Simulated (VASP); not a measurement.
Input of a VASP 6.6.1 run:

POSCAR

```
SnS2
1.0
    3.6390000000      0.0000000000      0.0000000000
   -1.8195000000      3.1514660000      0.0000000000
    0.0000000000      0.0000000000      5.8680000000
Sn S
1 2
Direct
    0.0000000000      0.0000000000      0.0000000000
    0.3333333333      0.6666666667      0.2500000000
    0.6666666667      0.3333333333      0.7500000000
```

The input INCAR.step1:

```
ALGO = Normal
EDIFF = 1E-5
ENCUT = 400
GGA = PE
GGA_COMPAT = F
ISIF = 2
ISMEAR = 0
LASPH = T
LCHARG = F
LREAL = F
LWAVE = T
NBANDS = 20
NELM = 120
PREC = Accurate
SIGMA = 0.01
```

Contents of INCAR.step2:

```
ALGO = Normal
EDIFF = 1E-6
ENCUT = 400
GGA = PE
GGA_COMPAT = F
HFSCREEN = 0.2079
ISIF = 2
ISMEAR = 0
ISTART = 1
LASPH = T
LCHARG = F
LHFCALC = T
LREAL = F
LWAVE = F
NBANDS = 20
NELM = 120
PREC = Accurate
PRECFOCK = Normal
SIGMA = 0.01
```

File KPOINTS:

```
k-points
0
Gamma
  2 2 1
```

Potentials or basis: VASP PAW PBE potentials, release 64 (Sn_d, S).

The run is started by

```bash
$ cat potpaw_PBE.64/Sn_d/POTCAR potpaw_PBE.64/S/POTCAR > POTCAR
$ cp INCAR.step1 INCAR
$ mpirun -np 1 vasp_std > vasp.out
$ cp INCAR.step2 INCAR
$ mpirun -np 1 vasp_std > vasp.out
```

**Question.** Estimate the pressure.

**Answer.** 3.3 GPa.

**Question.** Estimate the band gap on the k mesh.

**Answer.** 2.67 eV (least direct gap 3.06 eV).

**Question.** Estimate the largest force.

**Answer.** 0.437 eV/Å.

Stress tensor (GPa, compression positive):
```
 6.62  0.00  0.00
 0.00  6.62  0.00
 0.00  0.00 -3.47
```

Caveat: the k points lie up to 1.07 Å⁻¹ apart; the PAW data sets were made with another functional, which shifts forces and pressure a little; spin-orbit coupling is left out, which moves the levels of the heavy elements; an odd mesh through Γ misses points on the zone boundary, where band edges can lie; this functional lacks dispersion, which binds the layers, so the pressure and a relaxed spacing across them are unreliable.
